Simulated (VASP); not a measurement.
# AlN (Fm-3m) in VASP: further runs, part 2 of 3

VASP 6.6.1. Earlier steps stand in the parts before.

### 3 Single point, PBE-based screened hybrid with 15 % exact exchange

Input file POSCAR:

```
AlN
1.0
    0.0000000000      2.0188684454      2.0188684454
    2.0188684454      0.0000000000      2.0188684454
    2.0188684454      2.0188684454      0.0000000000
Al N
1 1
Direct
    0.0000000000      0.0000000000      0.0000000000
    0.5000000000      0.5000000000      0.5000000000
```

Input file INCAR.step1:

```
SYSTEM = AlN
PREC = Accurate ; ENCUT = 520
EDIFF = 1E-5 ; ISMEAR = 0
SIGMA = 0.01 ; LREAL = .False.
LASPH = .True. ; NELM = 80
ALGO = Normal ; ISIF = 2
LWAVE = .True. ; LCHARG = .False.
GGA = PE ; NBANDS = 11
```

Input file INCAR.step2:

```
SYSTEM = AlN
PREC = Accurate ; ENCUT = 520
EDIFF = 1E-6 ; ISMEAR = 0
SIGMA = 0.01 ; LREAL = .False.
LASPH = .True. ; NELM = 80
ALGO = Normal ; ISIF = 2
LWAVE = .False. ; LCHARG = .False.
GGA = PE ; LHFCALC = .True.
AEXX = 0.15 ; HFSCREEN = 0.5
PRECFOCK = Normal ; ISTART = 1
NBANDS = 11
```

Input file KPOINTS:

```
regular mesh
0
Gamma
  6 6 6
  0 0 0
```

Potentials or basis: VASP PAW PBE potentials, release 64 (Al, N).

On the command line:

```bash
$ cat potpaw_PBE.64/Al/POTCAR potpaw_PBE.64/N/POTCAR > POTCAR
$ cp INCAR.step1 INCAR
$ mpirun -np 1 vasp_std > vasp.out
$ cp INCAR.step2 INCAR
$ mpirun -np 1 vasp_std > vasp.out
```

OUTCAR:

```text
SYSTEM = AlN
   PREC = Accurate
   ENCUT = 520
   EDIFF = 1E-6
   ISMEAR = 0
   LREAL = .False.
   LASPH = .True.
   NELM = 80
   ISIF = 2
   GGA = PE
   LHFCALC = .True.
   AEXX = 0.15
   HFSCREEN = 0.5
   PRECFOCK = Normal
   ISTART = 1

 ion  position               nearest neighbor table
   1  0.000  0.000  0.000-   2 2.02   2 2.02   2 2.02   2 2.02   2 2.02   2 2.02
   2  0.500  0.500  0.500-   1 2.02   1 2.02   1 2.02   1 2.02   1 2.02   1 2.02

  LATTYP: Found a face centered cubic cell.
 ALAT       =     4.0377368908

  Lattice vectors:

 A1 = (   0.0000000000,   2.0188684454,   2.0188684454)
 A2 = (   2.0188684454,   0.0000000000,   2.0188684454)
 A3 = (   2.0188684454,   2.0188684454,   0.0000000000)

Analysis of symmetry for initial positions (statically):
=====================================================================
 Subroutine PRICEL returns:
 Original cell was already a primitive cell.

 Routine SETGRP: Setting up the symmetry group for a
 face centered cubic supercell.

 Subroutine GETGRP returns: Found 48 space group operations
 (whereof 48 operations were pure point group operations)
 out of a pool of 48 trial point group operations.

The static configuration has the point symmetry O_h .

Analysis of symmetry for dynamics (positions and initial velocities):
=====================================================================
 Subroutine PRICEL returns:
 Original cell was already a primitive cell.

 Routine SETGRP: Setting up the symmetry group for a
 face centered cubic supercell.

 Subroutine GETGRP returns: Found 48 space group operations
 (whereof 48 operations were pure point group operations)
 out of a pool of 48 trial point group operations.

The dynamic configuration has the point symmetry O_h .

 Subroutine INISYM returns: Found 48 space group operations
 (whereof 48 operations are pure point group operations),
 and found     1 'primitive' translations

----------------------------------------------------------------------------------------

                                     Primitive cell

  volume of cell :      16.4571

  direct lattice vectors                    reciprocal lattice vectors
     0.000000000  2.018868445  2.018868445    -0.247663488  0.247663488  0.247663488
     2.018868445  0.000000000  2.018868445     0.247663488 -0.247663488  0.247663488
     2.018868445  2.018868445  0.000000000     0.247663488  0.247663488 -0.247663488

  length of vectors
     2.855111136  2.855111136  2.855111136     0.428965744  0.428965744  0.428965744

  position of ions in fractional coordinates (direct lattice)
     0.000000000  0.000000000  0.000000000
     0.500000000  0.500000000  0.500000000

  ion indices of the primitive-cell ions
   primitive index   ion index
                 1           1
                 2           2

----------------------------------------------------------------------------------------

 KPOINTS: regular mesh

Automatic generation of k-mesh.
 Grid dimensions read from file:
 generate k-points for:    6    6    6

 Generating k-lattice:

  Cartesian coordinates                     Fractional coordinates (reciprocal lattice)
    -0.041277248  0.041277248  0.041277248     0.166666667  0.000000000  0.000000000
[... 40 lines left out ...]
 SYSTEM =  AlN
   PREC   = accura    normal or accurate (medium, high low for compatibility)
   ISTART =      1    job   : 0-new  1-cont  2-samecut
   ICHARG =      0    charge: 1-file 2-atom 10-const
   ISPIN  =      1    spin polarized calculation?
   LNONCOLLINEAR =      F non collinear calculations
   LSORBIT =      F    spin-orbit coupling
   LASPH  =      T    aspherical Exc in radial PAW
   ENCUT  =  520.0 eV  38.22 Ry    6.18 a.u.   5.31  5.31  5.31*2*pi/ulx,y,z
   NELM   =     80;   NELMIN=  2; NELMDL=  0     # of ELM steps
   EDIFF  = 0.1E-05   stopping-criterion for ELM
   LREAL  =      F    real-space projection
   EDIFFG = 0.1E-04   stopping-criterion for IOM
   NSW    =      0    number of steps for IOM
   IBRION =     -1    ionic relax: 0-MD 1-quasi-New 2-CG
   NFREE  =      0    steps in history (QN), initial steepest desc. (CG)
   ISIF   =      2    stress and relaxation
   ISYM   =      3    0-nonsym 1-usesym 2-fastsym
   POTIM  = 0.5000    time-step for ionic-motion
   TEBEG  =    0.0;   TEEND  =   0.0 temperature during run
   PSTRESS=    0.0 pullay stress
   NELECT =       8.0000    total number of electrons
   NUPDOWN=      -1.0000    fix difference up-down
   EMIN   =  10.00;   EMAX   =-10.00  energy-range for DOS
   EFERMI =   0.00;   METHOD = LEGACY
   ISMEAR =     0;   SIGMA  =   0.01  broadening in eV -4-tet -1-fermi 0-gaus
   EFERMI_NEDOS =   21; number of points for ismear=-14 and -15
   IALGO  =     38    algorithm
   IMIX   =      1    mixing-type and parameters
     AMIX     =   0.40;   BMIX     =  1.00
     AMIX_MAG =   1.60;   BMIX_MAG =  1.00
  volume/ion in A,a.u.               =       8.23        55.53
  Fermi-wavevector in a.u.,A,eV,Ry     =   1.287222  2.432497 22.544046  1.656941
  Thomas-Fermi vector in A             =   2.419249
   LORBIT       =      0    0 simple, 1 ext, 2 COOP (PROOUT), +10 PAW based schemes
   GGA     = PE    functional components
   LHFCALC =     T    Hartree Fock is set to
   PRECFOCK=normal    Normal, Fast or Accurate (Low or Medium for compatibility)
   ENCUT4O =  -1.0   cutoff for four orbital integrals eV
   NKREDX  =     1    reduce k-point grid by
   NKREDY  =     1    reduce k-point grid by
   NKREDZ  =     1    reduce k-point grid by
   AEXX    =    0.1500 exact exchange contribution
   HFSCREEN=    0.5000 screening length (either q_TF or 0.3 A-1)
   HFSCREENC=   0.5000 screening length for correlation (either q_TF or 0.3 A-1)
   ENCUTFOCK=  -1.0 apply spherical cutoff to Coloumb kernel
   IVDW    =     0    specifies the selected vdW correction
   LEPSILON=     F    determine dielectric tensor
   LRPA    =     F    only Hartree local field effects (RPA)
 non-spin polarized calculation
 Gauss-broadening in eV      SIGMA  =   0.01
  energy-cutoff  :      520.00
  volume of cell :       16.46
 maximum number of plane-waves:       459
 NGX is ok and might be reduce to    24
  NGX = 16; NGY = 16; NGZ = 16

 number of electron       7.9999999 magnetization

 Free energy of the ion-electron system (eV)
  ---------------------------------------------------
  ext. energy  EPLUGINS =         0.00000000
  ---------------------------------------------------
  free energy    TOTEN  =       -15.46762044 eV

  energy without entropy =      -15.46762044  energy(sigma->0) =      -15.46762044

 E-fermi :   9.7821     XC(G=0): -11.2355

 val. band max:        9.7277279044   @ k =   0.0000   0.0000   0.0000
 cond. band min:      14.8104815845   @ k =   0.5000   0.5000   0.0000
 fundamental gap:      5.0827536801
 Fermi energy:         9.7821203828

 k-point     1 :       0.0000    0.0000    0.0000
  band No.  band energies     occupation
      1      -8.6837      2.00000
      2       9.7277      2.00000
      3       9.7277      2.00000
      4       9.7277      2.00000
      5      15.9794      0.00000
      6      22.4752      0.00000
      7      22.4752      0.00000
      8      22.4752      0.00000
      9      27.6452      0.00000
     10      28.2409      0.00000
     11      28.2409      0.00000
[... 197 lines left out ...]
 k-point    16 :      -0.3333    0.5000    0.1667
  band No.  band energies     occupation
      1      -4.1741      2.00000
      2       2.8609      2.00000
      3       5.0266      2.00000
      4       5.9423      2.00000
      5      17.2087      0.00000
      6      18.5605      0.00000
      7      23.1316      0.00000
      8      24.1180      0.00000
      9      28.6546      0.00000
     10      32.2163      0.00000
     11      35.5840      0.00000

------------------------ aborting loop because EDIFF is reached ----------------------------------------

  FORCE on cell =-STRESS in cart. coord.  units (eV):
  Direction    XX          YY          ZZ          XY          YZ          ZX
  --------------------------------------------------------------------------------------
  -------------------------------------------------------------------------------------
  Total        0.2523528      0.2523528      0.2523528      0.0000000     -0.0000000     -0.0000000
  in kB       24.5677128     24.5677128     24.5677128      0.0000000     -0.0000000     -0.0000000
  external PRESSURE =      24.5677128 kB  Pullay stress =       0.0000000 kB

 VOLUME and BASIS-vectors are now :
 -----------------------------------------------------------------------------
  energy-cutoff  :      520.00
  volume of cell :       16.46
      direct lattice vectors                 reciprocal lattice vectors
     0.000000000  2.018868445  2.018868445    -0.247663488  0.247663488  0.247663488
     2.018868445  0.000000000  2.018868445     0.247663488 -0.247663488  0.247663488
     2.018868445  2.018868445  0.000000000     0.247663488  0.247663488 -0.247663488

 POSITION                                       TOTAL-FORCE (eV/Angst)
 -----------------------------------------------------------------------------------
      0.00000      0.00000      0.00000         0.000000     -0.000000     -0.000000
      2.01887      2.01887      2.01887        -0.000000      0.000000      0.000000
 -----------------------------------------------------------------------------------
    total drift:                               -0.000000     -0.000000     -0.000000

  FREE ENERGIE OF THE ION-ELECTRON SYSTEM (eV)
  ---------------------------------------------------
  free  energy   TOTEN  =       -15.4676204366 eV

  energy  without entropy=      -15.4676204366  energy(sigma->0) =      -15.46762044
```

It took 4.4 min on 1 thread of AMD EPYC 9R45 (Zen 5), shared host; peak memory 0.21 GiB.

What came out:

```
Free energy            : -15.4676 eV
Pressure               : 2.5 GPa
Band gap on the k mesh : 5.08 eV (least direct gap 6.25 eV)
```

Levels at points of the mesh, in eV from the valence-band top:
| k point | band 1 | band 2 | band 3 | band 4 | band 5 | band 6 | band 7 | band 8 | band 9 |
| --- | --- | --- | --- | --- | --- | --- | --- | --- | --- |
| (0.00, 0.00, 0.00) | -18.41 | 0.00 | 0.00 | 0.00 | 6.25 | 12.75 | 12.75 | 12.75 | 17.92 |
| (0.50, 0.00, 0.00) | -15.04 | -8.61 | -1.12 | -1.12 | 6.62 | 11.57 | 11.57 | 14.19 | 16.83 |
| (0.50, 0.50, 0.00) | -14.02 | -7.66 | -2.92 | -2.92 | 5.08 | 5.72 | 14.92 | 18.16 | 18.16 |

Caveat: the k points lie up to 0.45 Å⁻¹ apart; the PAW data sets were made with another functional, which shifts forces and pressure a little.

### 4 Single point, PBE-based global hybrid with 50 % exact exchange

POSCAR is that of step 3.

Input file INCAR.step1:

```
PREC = Accurate ; ENCUT = 520
EDIFF = 1E-5 ; ISMEAR = 0
SIGMA = 0.01 ; LREAL = False
LASPH = True ; NELM = 80
ALGO = Normal ; ISIF = 2
LWAVE = True ; LCHARG = False
NBANDS = 11 ; GGA = PE
```

Input file INCAR.step2:

```
PREC = Accurate ; ENCUT = 520
EDIFF = 1E-6 ; ISMEAR = 0
SIGMA = 0.01 ; LREAL = False
LASPH = True ; NELM = 80
ALGO = Normal ; ISIF = 2
LWAVE = False ; LCHARG = False
GGA = PE ; LHFCALC = True
AEXX = 0.5 ; PRECFOCK = Normal
NBANDS = 11 ; ISTART = 1
```

Input file KPOINTS:

```
regular mesh
0
Gamma
  6 6 6
```

Potentials or basis: VASP PAW PBE potentials, release 64 (Al, N).

On the command line:

```bash
$ cat potpaw_PBE.64/Al/POTCAR potpaw_PBE.64/N/POTCAR > POTCAR
$ cp INCAR.step1 INCAR
$ mpirun -np 1 vasp_std > vasp.out
$ cp INCAR.step2 INCAR
$ mpirun -np 1 vasp_std > vasp.out
```

OUTCAR:

```text
PREC = Accurate
   ENCUT = 520
   EDIFF = 1E-6
   ISMEAR = 0
   LREAL = False
   LASPH = True
   NELM = 80
   ISIF = 2
   GGA = PE
   LHFCALC = True
   AEXX = 0.5
   PRECFOCK = Normal
   ISTART = 1

 ion  position               nearest neighbor table
   1  0.000  0.000  0.000-   2 2.02   2 2.02   2 2.02   2 2.02   2 2.02   2 2.02
   2  0.500  0.500  0.500-   1 2.02   1 2.02   1 2.02   1 2.02   1 2.02   1 2.02

  LATTYP: Found a face centered cubic cell.
 ALAT       =     4.0377368908

  Lattice vectors:

 A1 = (   0.0000000000,   2.0188684454,   2.0188684454)
 A2 = (   2.0188684454,   0.0000000000,   2.0188684454)
 A3 = (   2.0188684454,   2.0188684454,   0.0000000000)

Analysis of symmetry for initial positions (statically):
=====================================================================
 Subroutine PRICEL returns:
 Original cell was already a primitive cell.

 Routine SETGRP: Setting up the symmetry group for a
 face centered cubic supercell.

 Subroutine GETGRP returns: Found 48 space group operations
 (whereof 48 operations were pure point group operations)
 out of a pool of 48 trial point group operations.

The static configuration has the point symmetry O_h .

Analysis of symmetry for dynamics (positions and initial velocities):
=====================================================================
 Subroutine PRICEL returns:
 Original cell was already a primitive cell.

 Routine SETGRP: Setting up the symmetry group for a
 face centered cubic supercell.

 Subroutine GETGRP returns: Found 48 space group operations
 (whereof 48 operations were pure point group operations)
 out of a pool of 48 trial point group operations.

The dynamic configuration has the point symmetry O_h .

 Subroutine INISYM returns: Found 48 space group operations
 (whereof 48 operations are pure point group operations),
 and found     1 'primitive' translations

[... 119 lines left out ...]
   HFSCREENC=   0.0000 screening length for correlation (either q_TF or 0.3 A-1)
   ENCUTFOCK=  -1.0 apply spherical cutoff to Coloumb kernel
   IVDW    =     0    specifies the selected vdW correction
   LEPSILON=     F    determine dielectric tensor
   LRPA    =     F    only Hartree local field effects (RPA)
 non-spin polarized calculation
 Gauss-broadening in eV      SIGMA  =   0.01
  energy-cutoff  :      520.00
  volume of cell :       16.46
 maximum number of plane-waves:       459
 NGX is ok and might be reduce to    24
  NGX = 16; NGY = 16; NGZ = 16

 number of electron       7.9999999 magnetization

 Free energy of the ion-electron system (eV)
  ---------------------------------------------------
  ext. energy  EPLUGINS =         0.00000000
  ---------------------------------------------------
  free energy    TOTEN  =       -21.70928918 eV

  energy without entropy =      -21.70928918  energy(sigma->0) =      -21.70928918

 E-fermi :   7.5072     XC(G=0):  -7.0306

 val. band max:        7.4569364051   @ k =   0.0000   0.0000   0.0000
 cond. band min:      16.3494170670   @ k =   0.5000   0.5000   0.0000
 fundamental gap:      8.8924806619
 Fermi energy:         7.5072483069

 k-point     1 :       0.0000    0.0000    0.0000
  band No.  band energies     occupation
      1     -13.5131      2.00000
      2       7.4569      2.00000
      3       7.4569      2.00000
      4       7.4569      2.00000
      5      17.8101      0.00000
      6      24.5364      0.00000
      7      24.5364      0.00000
      8      24.5364      0.00000
      9      29.7425      0.00000
     10      30.7665      0.00000
     11      30.7665      0.00000
[... 197 lines left out ...]
 k-point    16 :      -0.3333    0.5000    0.1667
  band No.  band energies     occupation
      1      -8.5267      2.00000
      2      -0.3279      2.00000
      3       2.1603      2.00000
      4       3.2095      2.00000
      5      19.0085      0.00000
      6      20.4026      0.00000
      7      25.6992      0.00000
      8      26.5974      0.00000
      9      31.6104      0.00000
     10      35.0486      0.00000
     11      38.7315      0.00000

------------------------ aborting loop because EDIFF is reached ----------------------------------------

  FORCE on cell =-STRESS in cart. coord.  units (eV):
  Direction    XX          YY          ZZ          XY          YZ          ZX
  --------------------------------------------------------------------------------------
  -------------------------------------------------------------------------------------
  Total       -0.9041441     -0.9041441     -0.9041441      0.0000000      0.0000000      0.0000000
  in kB      -88.0225990    -88.0225990    -88.0225990      0.0000000      0.0000000      0.0000000
  external PRESSURE =     -88.0225990 kB  Pullay stress =       0.0000000 kB

 VOLUME and BASIS-vectors are now :
 -----------------------------------------------------------------------------
  energy-cutoff  :      520.00
  volume of cell :       16.46
      direct lattice vectors                 reciprocal lattice vectors
     0.000000000  2.018868445  2.018868445    -0.247663488  0.247663488  0.247663488
     2.018868445  0.000000000  2.018868445     0.247663488 -0.247663488  0.247663488
     2.018868445  2.018868445  0.000000000     0.247663488  0.247663488 -0.247663488

 POSITION                                       TOTAL-FORCE (eV/Angst)
 -----------------------------------------------------------------------------------
      0.00000      0.00000      0.00000        -0.000000     -0.000000     -0.000000
      2.01887      2.01887      2.01887         0.000000      0.000000      0.000000
 -----------------------------------------------------------------------------------
    total drift:                               -0.000000     -0.000000     -0.000000

  FREE ENERGIE OF THE ION-ELECTRON SYSTEM (eV)
  ---------------------------------------------------
  free  energy   TOTEN  =       -21.7092891817 eV

  energy  without entropy=      -21.7092891817  energy(sigma->0) =      -21.70928918
```

OSZICAR.step1:

```text
N       E                     dE             d eps       ncg     rms          rms(c)
DAV:   1     0.106148616095E+02    0.10615E+02   -0.38246E+03   360   0.607E+02
DAV:   2    -0.155892689868E+02   -0.26204E+02   -0.25508E+02   435   0.142E+02
DAV:   3    -0.162826216255E+02   -0.69335E+00   -0.69209E+00   449   0.209E+01
DAV:   4    -0.162854284389E+02   -0.28068E-02   -0.28066E-02   391   0.145E+00
DAV:   5    -0.162854537169E+02   -0.25278E-04   -0.25278E-04   418   0.126E-01    0.762E+00
DAV:   6    -0.145543381343E+02    0.17311E+01   -0.74701E+00   388   0.145E+01    0.271E+00
DAV:   7    -0.145388697467E+02    0.15468E-01   -0.18525E-01   379   0.312E+00    0.178E+00
DAV:   8    -0.145335124952E+02    0.53573E-02   -0.15641E-02   373   0.109E+00    0.334E-01
DAV:   9    -0.145331656929E+02    0.34680E-03   -0.14848E-03   403   0.230E-01    0.150E-01
DAV:  10    -0.145332256502E+02   -0.59957E-04   -0.13559E-04   391   0.859E-02    0.429E-02
DAV:  11    -0.145332196933E+02    0.59568E-05   -0.18417E-05   212   0.244E-02
   1 F= -.14533220E+02 E0= -.14533220E+02  d E =-.126236-104
```

Wall time 4.3 min (1 thread of AMD EPYC 9R45 (Zen 5), shared host); peak memory 0.1 GiB.

Results:

* Free energy: -21.7093 eV
* Pressure: -8.8 GPa
* Band gap on the k mesh: 8.89 eV (least direct gap 10.35 eV)

Caveat: the k points lie up to 0.45 Å⁻¹ apart; the PAW data sets were made with another functional, which shifts forces and pressure a little.

(Part 2 of 3 ends here.)
